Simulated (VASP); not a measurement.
The system is ZrC.

```
Zr C
1.0
     0.00000    2.36500    2.36500
     2.36500    0.00000    2.36500
     2.36500    2.36500    0.00000
Zr C
1 1
Cartesian
  2.3650 2.3650 2.3650
  0.0000 0.0000 0.0000
```

| Property | Result |
| --- | --- |
| Program | VASP 6.6.1 |
| Task | relaxation of cell and atoms |
| Functional | LDA |
| Potentials or basis | VASP PAW LDA potentials, release 64 (Zr_sv, C) |
| Cutoff | 600 eV |
| k mesh | 10 × 10 × 10 |
| Occupations | fermi-dirac, width 0.1 eV |
| Spin | no spin polarisation |

At the start: pressure -12.0 GPa; volume 13.23 Å³/atom.

Problem. Where does the relaxation end?

Solution. Over 4 steps the energy falls by 27.4 meV/atom and the volume is 12.53 Å³/atom (-5.3 %); space group Fm-3m (No. 225, to 0.05 Å).

Step by step:
```tsv
step	energy change (eV)	largest force (eV/Å)	pressure (GPa)	volume (Å³)
1	0.0000	0.0000	-11.98	26.46
2	0.1198	0.0000	27.33	22.85
3	-0.0547	0.0000	-0.37	25.10
4	-0.0548	0.0000	-0.05	25.06
```

Final structure:
```
CELL_PARAMETERS angstrom
0.00000 2.32268 2.32268
2.32268 0.00000 2.32268
2.32268 2.32268 0.00000
ATOMIC_POSITIONS crystal
Zr 0.50000 0.50000 0.50000
C 0.00000 0.00000 0.00000
```
